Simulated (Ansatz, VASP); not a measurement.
## CuAu, level by level in two programs

```xyz
2
Lattice="1.4136 0.8161 4.1693 -1.4136 0.8161 4.1693 0.0000 -1.6323 4.1693" Properties=species:S:1:pos:R:3 pbc="T T T"
Au    0.0000    0.0000    0.0000
Cu    0.0000    0.0000    6.2539
```

Single points on this cell with VASP 6.6.1 and Ansatz 0.2.0. Each row is one pair of runs. Alike in all rows: spin: off; k mesh: 11 × 11 × 11; smearing: fermi-dirac, width 0.05 eV.

| level | VASP's potentials, cutoff | Ansatz's potentials, cutoff | gap on the k mesh at the Fermi level (eV), VASP | gap on the k mesh at the Fermi level (eV), Ansatz | pressure (GPa), VASP | pressure (GPa), Ansatz |
| --- | --- | --- | --- | --- | --- | --- |
| PBE | VASP PAW PBE potentials, release 64 (Au, Cu), 520 eV | Ansatz PAW, 420 eV | none | none | 9.5 | 9.5 |
| r2SCAN | VASP PAW PBE potentials, release 64 (Au, Cu), 520 eV | Ansatz PAW, 500 eV | none | none | 4.9 | 4.6 |
| LDA | VASP PAW LDA potentials, release 64 (Au_sv_GW, Cu_sv_GW), 700 eV | Ansatz PAW, 420 eV | none | none | -5.9 | -4.4 |

Pressure (GPa): the two programs differ by at most 1.45.

VASP's potentials hold 22 valence electrons a cell and Ansatz's 38 in some rows, so a difference there can come from the potentials and not from the codes.

A gap of «none» marks a metal or a gap that the smearing closes.

Spin-orbit coupling is off throughout.
